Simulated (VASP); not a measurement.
# Li4Mg5Cl14 in VASP: notebook, part 2 of 3

VASP 6.6.1. The steps go on from the part before.

## Step 3: Single point, PBE

File INCAR:

```
SYSTEM = Li4Mg5Cl14
PREC     = Accurate       ! precision mode
ENCUT    = 520            ! plane-wave cutoff, eV
EDIFF    = 1E-6           ! SCF threshold, eV
ISMEAR   = -1             ! smearing method
SIGMA    = 0.0552         ! smearing width, eV
LREAL    = Auto         
LASPH    = .TRUE.         ! aspherical terms in the spheres
NELM     = 60             ! most SCF steps
ALGO     = Normal         ! electronic algorithm
ISIF     = 2              ! what is computed and relaxed
LWAVE    = .FALSE.        ! write WAVECAR
LCHARG   = .FALSE.        ! write CHGCAR
GGA      = PE             ! functional
NBANDS   = 77             ! bands
ISYM     = 0
```

File KPOINTS:

```
Automatic mesh
0
G
  1 1 1
  0 0 0
```

File POSCAR:

```
Li4Mg5Cl14
1.0
    8.3069090000     -0.1152490000     -0.0233070000
   -0.1152490000      8.4640910000      0.3031410000
   -0.0233070000      0.3031410000      8.2260140000
Mg Cl Li
5 14 4
Direct
    0.4336018176      0.6519185821      0.6305348747
    0.1374595244      0.1993105174      0.5014983660
    0.8671692625      0.7596762961      0.6284042407
    0.6480375377      0.9244959081      0.0003700695
    0.4159435457      0.5386132563      0.1558992770
    0.4126642046      0.2329698286      0.5625972990
    0.6445842388      0.1865713338      1.0468723861
    0.1949161534      0.3370545760      0.1479618014
    0.9020730292      0.8557252192      0.0782206567
    0.4343229263      0.4803317818      0.8725819708
    0.1474013065      0.7809558578      0.7016715195
    0.8739717059      0.3718963700      0.3730958422
    1.0222778368      0.1763646149      0.7587899661
    0.2431095709      0.6039547640      0.3757197233
    0.9348197456      1.0005806434      0.4140661354
    0.6274167443      0.6533535180      0.3968962323
    0.6305849846      0.8899699095      0.6983284585
    0.8121765378      0.5422941815      0.8516638554
    0.4047809227      0.8263396493      0.0698275983
    0.8177907652      0.1876649863      0.5773057641
    0.8900432382      0.2394681160      0.1616134660
    0.2835384993      0.2587084148      0.8855119021
    0.0566302511      0.6929006522      0.9622961114
```

Potentials or basis: VASP PAW PBE potentials, release 64 (Mg, Cl, Li_sv).

Started as:

```sh
$ cat potpaw_PBE.64/Mg/POTCAR potpaw_PBE.64/Cl/POTCAR potpaw_PBE.64/Li_sv/POTCAR > POTCAR
$ mpirun -np 1 vasp_gam > vasp.out
```

OUTCAR:

```text
SYSTEM = Li4Mg5Cl14
   PREC = Accurate
   ENCUT = 520
   EDIFF = 1E-6
   ISMEAR = -1
   LREAL = Auto
   LASPH = .TRUE.
   NELM = 60
   ISIF = 2
   GGA = PE
   ISYM = 0

 ion  position               nearest neighbor table
   1  0.434  0.652  0.631-  10 2.38  16 2.51  17 2.65  14 2.67  11 2.73
   2  0.137  0.199  0.501-  13 2.32   6 2.35  15 2.49  20 2.73  12 2.82   8 3.09
   3  0.867  0.760  0.628-  17 2.37  11 2.41  18 2.54  15 2.65  16 2.92
   4  0.648  0.924  0.000-  19 2.23   9 2.28   7 2.28  17 2.53
   5  0.416  0.539  0.156-  14 2.42  10 2.43   8 2.48  19 2.49  16 2.85
   6  0.413  0.233  0.563-   2 2.35
   7  0.645  0.187  0.047-   4 2.28  21 2.29
   8  0.195  0.337  0.148-  22 2.43   5 2.48   2 3.09
   9  0.902  0.856  0.078-  23 2.18   4 2.28
  10  0.434  0.480  0.873-  22 2.22   1 2.38   5 2.43
  11  0.147  0.781  0.702-  23 2.34   3 2.41   1 2.73
  12  0.874  0.372  0.373-  21 2.15  20 2.25   2 2.82
  13  0.022  0.176  0.759-  20 2.25   2 2.32  22 2.51
  14  0.243  0.604  0.376-   5 2.42   1 2.67
  15  0.935  0.001  0.414-  20 2.38   2 2.49   3 2.65
  16  0.627  0.653  0.397-   1 2.51   5 2.85   3 2.92
  17  0.631  0.890  0.698-   3 2.37   4 2.53   1 2.65
  18  0.812  0.542  0.852-   3 2.54  23 2.57
  19  0.405  0.826  0.070-   4 2.23   5 2.49
  20  0.818  0.188  0.577-  12 2.25  13 2.25  15 2.38   2 2.73
  21  0.890  0.239  0.162-  12 2.15   7 2.29
  22  0.284  0.259  0.886-  10 2.22   8 2.43  13 2.51
  23  0.057  0.693  0.962-   9 2.18  11 2.34  18 2.57

IMPORTANT INFORMATION: All symmetrisations will be switched off!
NOSYMM: (Re-)initialisation of all symmetry stuff for point group C_1.

----------------------------------------------------------------------------------------

                                     Primitive cell

  volume of cell :     577.4990

  direct lattice vectors                    reciprocal lattice vectors
     8.306909000 -0.115249000 -0.023307000     0.120405116  0.001629396  0.000281102
    -0.115249000  8.464091000  0.303141000     0.001629396  0.118324367 -0.004355814
[... 128 lines left out ...]
   GGA     = PE    functional components
   LHFCALC =     F    Hartree Fock is set to
   AEXX    =    0.0000 exact exchange contribution
   IVDW    =     0    specifies the selected vdW correction
   LEPSILON=     F    determine dielectric tensor
   LRPA    =     F    only Hartree local field effects (RPA)
 non-spin polarized calculation
  energy-cutoff  :      520.00
  volume of cell :      577.50
 maximum number of plane-waves:      7794
 NGX is ok and might be reduce to    64
   NGX = 31   NGY = 31   NGZ = 31

 number of electron     120.0000002 magnetization

 Free energy of the ion-electron system (eV)
  ---------------------------------------------------
  ext. energy  EPLUGINS =         0.00000000
  ---------------------------------------------------
  free energy    TOTEN  =       -77.27655399 eV

  energy without entropy =      -77.27655399  energy(sigma->0) =      -77.27655399

 E-fermi :   0.9917     XC(G=0):  -7.5570

 val. band max:       -0.3630314054   @ k =   0.0000   0.0000   0.0000
 cond. band min:       3.3321333653   @ k =   0.0000   0.0000   0.0000
 fundamental gap:      3.6951647707
 Fermi energy:         0.9916505858

 k-point     1 :       0.0000    0.0000    0.0000
  band No.  band energies     occupation
      1     -44.9647      2.00000
      2     -44.6158      2.00000
      3     -44.5691      2.00000
      4     -44.2814      2.00000
      5     -14.9228      2.00000
      6     -14.7630      2.00000
[... 64 lines left out ...]
     71       6.6799      0.00000
     72       6.7741      0.00000
 [bands above 72 left out]

------------------------ aborting loop because EDIFF is reached ----------------------------------------

  FORCE on cell =-STRESS in cart. coord.  units (eV):
  Direction    XX          YY          ZZ          XY          YZ          ZX
  --------------------------------------------------------------------------------------
  -------------------------------------------------------------------------------------
  Total        2.9603816      5.7380616      0.2714947     -2.3608702      3.3752314     -3.1914637
  in kB        8.2130983     15.9193207      0.7532179     -6.5498512      9.3640318     -8.8541983
  external PRESSURE =       8.2952123 kB  Pullay stress =       0.0000000 kB

 VOLUME and BASIS-vectors are now :
 -----------------------------------------------------------------------------
  energy-cutoff  :      520.00
  volume of cell :      577.50
      direct lattice vectors                 reciprocal lattice vectors
     8.306909000 -0.115249000 -0.023307000     0.120405116  0.001629396  0.000281102
    -0.115249000  8.464091000  0.303141000     0.001629396  0.118324367 -0.004355814
    -0.023307000  0.303141000  8.226014000     0.000281102 -0.004355814  0.121726875

 POSITION                                       TOTAL-FORCE (eV/Angst)
 -----------------------------------------------------------------------------------
      3.51206      5.65907      5.37431        -0.338397      0.131469     -1.178390
      1.10721      1.82316      4.18255         0.135907      0.367815     -0.787899
      7.10130      6.52052      5.37934         0.080006     -0.649353     -0.269925
      5.27663      7.75044      0.26819         0.701581      0.058485     -0.310294
      3.38950      4.55819      1.43601        -0.234762      0.420888      0.850764
      3.38800      2.09487      4.68894        -0.471533     -0.115728      0.021979
[... 15 lines left out ...]
      2.30487      2.42549      7.35605        -0.277137     -0.386311     -0.080258
      0.36814      6.14996      8.12459        -0.175873     -0.373597     -0.138302
 -----------------------------------------------------------------------------------
    total drift:                                0.003995      0.001584      0.004127

  FREE ENERGIE OF THE ION-ELECTRON SYSTEM (eV)
  ---------------------------------------------------
  free  energy   TOTEN  =       -77.2765539914 eV

  energy  without entropy=      -77.2765539913  energy(sigma->0) =      -77.27655399
```

OSZICAR:

```text
N       E                     dE             d eps       ncg     rms          rms(c)
DAV:   1     0.123429679795E+04    0.12343E+04   -0.55992E+04   154   0.145E+03
DAV:   2     0.796908540677E+02   -0.11546E+04   -0.11140E+04   210   0.308E+02
DAV:   3    -0.677604489049E+02   -0.14745E+03   -0.14666E+03   180   0.118E+02
DAV:   4    -0.806057697544E+02   -0.12845E+02   -0.12792E+02   236   0.282E+01
DAV:   5    -0.818734296950E+02   -0.12677E+01   -0.12653E+01   276   0.878E+00    0.113E+01
DAV:   6    -0.778521289539E+02    0.40213E+01   -0.79037E+00   196   0.787E+00    0.803E+00
DAV:   7    -0.772427328396E+02    0.60940E+00   -0.27220E+00   188   0.492E+00    0.486E+00
DAV:   8    -0.772652010184E+02   -0.22468E-01   -0.35996E-01   196   0.227E+00    0.108E+00
DAV:   9    -0.772734109707E+02   -0.82100E-02   -0.66153E-02   188   0.767E-01    0.697E-01
DAV:  10    -0.772752898510E+02   -0.18789E-02   -0.11082E-02   196   0.323E-01    0.219E-01
DAV:  11    -0.772763146446E+02   -0.10248E-02   -0.23723E-03   188   0.187E-01    0.136E-01
DAV:  12    -0.772764765702E+02   -0.16193E-03   -0.14350E-03   252   0.147E-01    0.677E-02
DAV:  13    -0.772765481244E+02   -0.71554E-04   -0.51236E-04   180   0.739E-02    0.275E-02
DAV:  14    -0.772765512116E+02   -0.30872E-05   -0.55055E-05   228   0.233E-02    0.137E-02
DAV:  15    -0.772765530314E+02   -0.18198E-05   -0.89512E-06   196   0.125E-02    0.521E-03
DAV:  16    -0.772765539914E+02   -0.96004E-06   -0.30319E-06   156   0.714E-03
   1 F= -.77276554E+02 E0= -.77276554E+02  d E =-.113842E-09
```

It took 50 s on 1 thread of Intel Xeon Platinum 8559C (Emerald Rapids), shared host; peak memory 0.52 GiB.

What came out:

* Free energy: -77.2766 eV
* Largest force: 1.233 eV/Å
* Band gap on the k mesh: 3.70 eV

Forces in eV/Å, atoms in the order of the input:
```
Mg  -0.338  0.131 -1.178
Mg   0.136  0.368 -0.788
Mg   0.080 -0.649 -0.270
Mg   0.702  0.058 -0.310
Mg  -0.235  0.421  0.851
Cl  -0.472 -0.116  0.022
Cl  -0.195  0.201  0.020
Cl   0.083 -0.805 -0.386
Cl   0.097  0.159 -0.039
Cl   0.026  0.516 -0.338
Cl   0.424 -0.138  0.226
Cl   0.396  0.230  0.849
Cl   0.257  0.233  0.606
Cl   0.202  0.151  0.787
Cl   0.263 -0.350  0.443
Cl   0.083  0.064  0.555
Cl  -0.421  0.298  0.306
Cl   0.748  0.651 -0.707
Cl  -0.805 -0.455  0.046
Li  -0.721  0.059 -0.064
Li   0.143 -0.268 -0.410
Li  -0.277 -0.386 -0.080
Li  -0.176 -0.374 -0.138
```

Caveat: the k points lie up to 0.77 Å⁻¹ apart; the cutoff is under 1.25 times the usual one of these potentials, so pressure, stress and relaxed cells hold a basis-set (Pulay) error.

(Part 2 of 3 ends here.)
